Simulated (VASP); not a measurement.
# Sn (I4/mmm) in VASP: single point with PBE

Aim: the single point of Sn with PBE.

Everything below comes from runs of VASP 6.6.1. Logs are shortened: lines on timing, memory, paths and dates and some standing lists are left out, and cuts for length are marked.

### 1 The cell of the first run

Symmetry: I4/mmm, No. 139, tetragonal system. The conventional cell has a = 3.799 Å, b = 3.799 Å, c = 3.128 Å, α = 90.00°, β = 90.00°, γ = 90.00°. Sn (site symmetry 4/mmm) has 14 Sn at 3.11 to 3.80 Å within 4.1 Å.

### 2 Single point, PBE (Si replaced by Sn, lengths x 1.151, strained)

Input file INCAR:

```
SYSTEM = Sn
PREC = Accurate
ENCUT = 520
EDIFF = 1E-7
ISMEAR = 0
SIGMA = 0.1
LREAL = .False.
LASPH = .True.
NELM = 100
ALGO = Normal
ISIF = 2
LWAVE = .False.
LCHARG = .False.
GGA = PE
NBANDS = 13
```

Input file KPOINTS:

```
regular mesh
0
Gamma
  18 18 18
  0 0 0
```

Input file POSCAR:

```
Sn
1.0
   -1.8993373500      1.8993373500      1.5642178969
    1.8993373500     -1.8993373500      1.5642178969
    1.8993373500      1.8993373500     -1.5642178969
Sn
1
Direct
    0.0000000000      0.0000000000      0.0000000000
```

Potentials or basis: VASP PAW PBE potentials, release 64 (Sn_d).

Started as:

```
$ cat potpaw_PBE.64/Sn_d/POTCAR > POTCAR
$ mpirun -np 1 vasp_std > vasp.out
```

OUTCAR:

```text
SYSTEM = Sn
   PREC = Accurate
   ENCUT = 520
   EDIFF = 1E-7
   ISMEAR = 0
   LREAL = .False.
   LASPH = .True.
   NELM = 100
   ISIF = 2
   GGA = PE

 ion  position               nearest neighbor table
   1  0.000  0.000  0.000-

  LATTYP: Found a body centered tetragonal cell.
 ALAT       =     3.7986747000
 C/A-ratio  =     0.8235598046

  Lattice vectors:

 A1 = (  -1.8993373500,   1.8993373500,   1.5642178969)
 A2 = (   1.8993373500,  -1.8993373500,   1.5642178969)
 A3 = (   1.8993373500,   1.8993373500,  -1.5642178969)

Analysis of symmetry for initial positions (statically):
=====================================================================
 Subroutine PRICEL returns:
 Original cell was already a primitive cell.

 Routine SETGRP: Setting up the symmetry group for a
 body centered tetragonal supercell.

 Subroutine GETGRP returns: Found 16 space group operations
 (whereof 16 operations were pure point group operations)
 out of a pool of 16 trial point group operations.

The static configuration has the point symmetry D_4h.

Analysis of symmetry for dynamics (positions and initial velocities):
=====================================================================
 Subroutine PRICEL returns:
 Original cell was already a primitive cell.

 Routine SETGRP: Setting up the symmetry group for a
 body centered tetragonal supercell.

 Subroutine GETGRP returns: Found 16 space group operations
 (whereof 16 operations were pure point group operations)
 out of a pool of 16 trial point group operations.

The dynamic configuration has the point symmetry D_4h.

 Subroutine INISYM returns: Found 16 space group operations
 (whereof 16 operations are pure point group operations),
 and found     1 'primitive' translations

----------------------------------------------------------------------------------------

                                     Primitive cell

  volume of cell :      22.5716

  direct lattice vectors                    reciprocal lattice vectors
    -1.899337350  1.899337350  1.564217897     0.000000000  0.263249707  0.319648561
     1.899337350 -1.899337350  1.564217897     0.263249707  0.000000000  0.319648561
     1.899337350  1.899337350 -1.564217897     0.263249707  0.263249707  0.000000000

  length of vectors
     3.108334340  3.108334340  3.108334340     0.414096137  0.414096137  0.372291305

  position of ions in fractional coordinates (direct lattice)
     0.000000000  0.000000000  0.000000000

  ion indices of the primitive-cell ions
   primitive index   ion index
                 1           1

----------------------------------------------------------------------------------------

 KPOINTS: regular mesh

Automatic generation of k-mesh.
 Grid dimensions read from file:
 generate k-points for:   18   18   18

 Generating k-lattice:

  Cartesian coordinates                     Fractional coordinates (reciprocal lattice)
     0.000000000  0.014624984  0.017758253     0.055555556 -0.000000000  0.000000000
     0.014624984  0.000000000  0.017758253    -0.000000000  0.055555556  0.000000000
     0.014624984  0.014624984  0.000000000     0.000000000  0.000000000  0.055555556

  Length of vectors
     0.023005341  0.023005341  0.020682850

  Shift w.r.t. Gamma in fractional coordinates (k-lattice)
     0.000000000  0.000000000  0.000000000

 Subroutine IBZKPT returns following result:
 ===========================================

 Found    480 irreducible k-points:

 Following reciprocal coordinates:
            Coordinates               Weight
  0.000000  0.000000  0.000000      1.000000
  0.055556  0.000000 -0.000000      8.000000
  0.111111  0.000000 -0.000000      8.000000
  0.166667  0.000000 -0.000000      8.000000
  0.222222  0.000000 -0.000000      8.000000
  0.277778  0.000000 -0.000000      8.000000
[... 16 lines left out ...]
 -0.277778  0.055556  0.000000     16.000000
 -0.222222  0.055556  0.000000     16.000000
 [... further k-points ...]
   k-points           NKPTS =    480   k-points in BZ     NKDIM =    480   number of bands    NBANDS=     13
   number of dos      NEDOS =    301   number of ions     NIONS =      1
   total plane-waves  NPLWV =  13824
   dimension x,y,z NGX =    24 NGY =   24 NGZ =   24
   dimension x,y,z NGXF=    48 NGYF=   48 NGZF=   48
   ions per type =               1
   NGX,Y,Z   is equivalent  to a cutoff of  12.84, 12.84, 12.84 a.u.
   NGXF,Y,Z  is equivalent  to a cutoff of  25.67, 25.67, 25.67 a.u.
 SYSTEM =  Sn
   PREC   = accura    normal or accurate (medium, high low for compatibility)
   ISTART =      0    job   : 0-new  1-cont  2-samecut
   ICHARG =      2    charge: 1-file 2-atom 10-const
   ISPIN  =      1    spin polarized calculation?
   LNONCOLLINEAR =      F non collinear calculations
   LSORBIT =      F    spin-orbit coupling
   LASPH  =      T    aspherical Exc in radial PAW
   ENCUT  =  520.0 eV  38.22 Ry    6.18 a.u.   5.78  5.78  5.78*2*pi/ulx,y,z
   NELM   =    100;   NELMIN=  2; NELMDL= -5     # of ELM steps
   EDIFF  = 0.1E-06   stopping-criterion for ELM
   LREAL  =      F    real-space projection
   EDIFFG = 0.1E-05   stopping-criterion for IOM
   NSW    =      0    number of steps for IOM
   IBRION =     -1    ionic relax: 0-MD 1-quasi-New 2-CG
   NFREE  =      0    steps in history (QN), initial steepest desc. (CG)
   ISIF   =      2    stress and relaxation
   ISYM   =      2    0-nonsym 1-usesym 2-fastsym
   POTIM  = 0.5000    time-step for ionic-motion
   TEBEG  =    0.0;   TEEND  =   0.0 temperature during run
   PSTRESS=    0.0 pullay stress
   NELECT =      14.0000    total number of electrons
   NUPDOWN=      -1.0000    fix difference up-down
   EMIN   =  10.00;   EMAX   =-10.00  energy-range for DOS
   EFERMI =   0.00;   METHOD = LEGACY
   ISMEAR =     0;   SIGMA  =   0.10  broadening in eV -4-tet -1-fermi 0-gaus
   EFERMI_NEDOS =   21; number of points for ismear=-14 and -15
   IALGO  =     38    algorithm
   IMIX   =      4    mixing-type and parameters
     AMIX     =   0.40;   BMIX     =  1.00
     AMIX_MAG =   1.60;   BMIX_MAG =  1.00
  volume/ion in A,a.u.               =      22.57       152.32
  Fermi-wavevector in a.u.,A,eV,Ry     =   1.396144  2.638330 26.520739  1.949219
  Thomas-Fermi vector in A             =   2.519527
   LORBIT       =      0    0 simple, 1 ext, 2 COOP (PROOUT), +10 PAW based schemes
   GGA     = PE    functional components
   LHFCALC =     F    Hartree Fock is set to
   AEXX    =    0.0000 exact exchange contribution
   IVDW    =     0    specifies the selected vdW correction
   LEPSILON=     F    determine dielectric tensor
   LRPA    =     F    only Hartree local field effects (RPA)
 non-spin polarized calculation
 Gauss-broadening in eV      SIGMA  =   0.10
  energy-cutoff  :      520.00
  volume of cell :       22.57
 maximum number of plane-waves:       618
   NGX = 11   NGY = 11   NGZ = 11

 number of electron      13.9999997 magnetization

 Free energy of the ion-electron system (eV)
  ---------------------------------------------------
  ext. energy  EPLUGINS =         0.00000000
  ---------------------------------------------------
  free energy    TOTEN  =        -3.55835085 eV

  energy without entropy =       -3.55624780  energy(sigma->0) =       -3.55729933

 E-fermi :  10.6106     XC(G=0): -11.2604

 val. band max:       10.6039777277   @ k =  -0.3333   0.4444   0.3333
 cond. band min:      10.6154796356   @ k =  -0.3333  -0.3333   0.3333
 fundamental gap:      0.0115019080
 Fermi energy:        10.6106213359

 k-point     1 :       0.0000    0.0000    0.0000
  band No.  band energies     occupation
      1     -11.2382      2.00000
      2     -11.1030      2.00000
      3     -11.1030      2.00000
      4     -11.0891      2.00000
      5     -10.8941      2.00000
      6      -2.0503      2.00000
      7      18.6489      0.00000
      8      18.6489      0.00000
      9      22.0019      0.00000
     10      22.2277      0.00000
     11      23.3559      0.00000
     12      23.7508      0.00000
     13      23.7508      0.00000

 k-point     2 :       0.0556    0.0000   -0.0000
  band No.  band energies     occupation
      1     -11.2324      2.00000
      2     -11.1032      2.00000
      3     -11.1019      2.00000
      4     -11.0828      2.00000
      5     -10.8972      2.00000
      6      -1.9651      2.00000
      7      18.3302      0.00000
      8      18.4348      0.00000
      9      21.3958      0.00000
     10      22.3997      0.00000
     11      23.1598      0.00000
     12      23.2436      0.00000
     13      23.8632      0.00000

 k-point     3 :       0.1111    0.0000   -0.0000
  band No.  band energies     occupation
      1     -11.2200      2.00000
      2     -11.1060      2.00000
      3     -11.0940      2.00000
      4     -11.0630      2.00000
      5     -10.9059      2.00000
      6      -1.7085      2.00000
      7      17.6398      0.00000
      8      17.8771      0.00000
      9      19.4969      0.00000
     10      22.2066      0.00000
     11      22.3589      0.00000
     12      23.4406      0.00000
     13      24.5182      0.00000
[... 305 lines left out ...]
 k-point    23 :      -0.2778    0.0556    0.0000
  band No.  band energies     occupation
      1     -11.2233      2.00000
      2     -11.1280      2.00000
      3     -11.0031      2.00000
      4     -10.9768      2.00000
      5     -10.9373      2.00000
      6      -0.3267      2.00000
      7      13.7271      0.00000
      8      14.8321      0.00000
      9      16.7749      0.00000
     10      20.0005      0.00000
     11      21.7680      0.00000
     12      25.6225      0.00000
     13      26.8143      0.00000

 k-point    24 :      -0.2222    0.0556    0.0000
  band No.  band energies     occupation
      1     -11.2122      2.00000
      2     -11.1160      2.00000
      3     -11.0478      2.00000
      4     -11.0218      2.00000
      5     -10.9247      2.00000
      6      -1.0020      2.00000
      7      15.1320      0.00000
      8      16.2465      0.00000
      9      17.4689      0.00000
     10      20.7373      0.00000
     11      22.5454      0.00000
     12      25.2960      0.00000
     13      25.3576      0.00000

 [... further k-points ...]
[... 5 lines left out ...]
  --------------------------------------------------------------------------------------
  -------------------------------------------------------------------------------------
  Total        2.1282459      2.1282459      2.6988036      0.0000000      0.0000000      0.0000000
  in kB      151.0674638    151.0674638    191.5668698      0.0000000      0.0000000      0.0000000
  external PRESSURE =     164.5672658 kB  Pullay stress =       0.0000000 kB

 VOLUME and BASIS-vectors are now :
 -----------------------------------------------------------------------------
  energy-cutoff  :      520.00
  volume of cell :       22.57
      direct lattice vectors                 reciprocal lattice vectors
    -1.899337350  1.899337350  1.564217897     0.000000000  0.263249707  0.319648561
     1.899337350 -1.899337350  1.564217897     0.263249707  0.000000000  0.319648561
     1.899337350  1.899337350 -1.564217897     0.263249707  0.263249707  0.000000000

 POSITION                                       TOTAL-FORCE (eV/Angst)
 -----------------------------------------------------------------------------------
      0.00000      0.00000      0.00000         0.000000     -0.000000     -0.000000
 -----------------------------------------------------------------------------------
    total drift:                               -0.000000      0.000000      0.000000

  FREE ENERGIE OF THE ION-ELECTRON SYSTEM (eV)
  ---------------------------------------------------
  free  energy   TOTEN  =        -3.5583508471 eV

  energy  without entropy=       -3.5562478040  energy(sigma->0) =       -3.55729933
```

Wall time 43 s (1 thread of Intel Xeon Platinum 8488C (Sapphire Rapids), shared host); peak memory 0.24 GiB.

Results:

```
Free energy            : -3.5584 eV
Pressure               : 16.5 GPa
Band gap on the k mesh : zero (band 7 reaches 18.68 eV, above the bottom of band 8 at 7.84 eV)
```

Caveat: the cell differs from its parent crystal (Si replaced by Sn, lengths x 1.151, strained); spin-orbit coupling is left out, which moves the levels of the heavy elements.
